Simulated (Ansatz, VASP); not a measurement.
**Hf4O3 in VASP and in Ansatz**

```xyz
7
Lattice="4.7992 0.0000 0.0000 0.0000 4.7992 0.0000 0.0000 0.0000 5.0418" Properties=species:S:1:pos:R:3 pbc="T T T"
Hf    1.2029    1.2029    1.2659
Hf    3.5963    3.5963    1.2659
Hf    3.5963    1.2029    3.7759
Hf    1.2029    3.5963    3.7759
O     0.0000    0.0000    0.0000
O     0.0000    0.0000    2.5209
O     2.3996    2.3996    0.0000
```

Change from the starting cell: species swapped into the Ti4H3 type (P-42m, No. 111).

Alike in both runs: functional PBE; k mesh 4 × 4 × 4; occupations gaussian, width 0.2 eV; no spin polarisation.

Ansatz relaxed the structure, and its values are those at the end. VASP's run is a single point on that final structure, the one shown.

|  | VASP | Ansatz |
| --- | --- | --- |
| version | VASP 6.6.1 | Ansatz 0.2.0 |
| potentials or method | VASP PAW PBE potentials, release 64 (Hf_pv, O), cutoff 520 eV | scalar-relativistic, plane waves, PAW |
| valence electrons in the cell | 58 | 122 |

|  | VASP | Ansatz | Ansatz less VASP |
| --- | --- | --- | --- |
| gap on the k mesh at the Fermi level (eV) | none | none | - |
| pressure (GPa) | -1.0 | 0.7 | +1.70 |
| rms of the force components (eV/Å) | 0.048 | 0.013 | -0.0349 |

A gap of «none» marks a metal or a gap that the smearing closes. VASP's potentials hold 58 valence electrons a cell and Ansatz's 122, so a difference there can come from the potentials and not from the codes.

Spin-orbit coupling is off throughout.
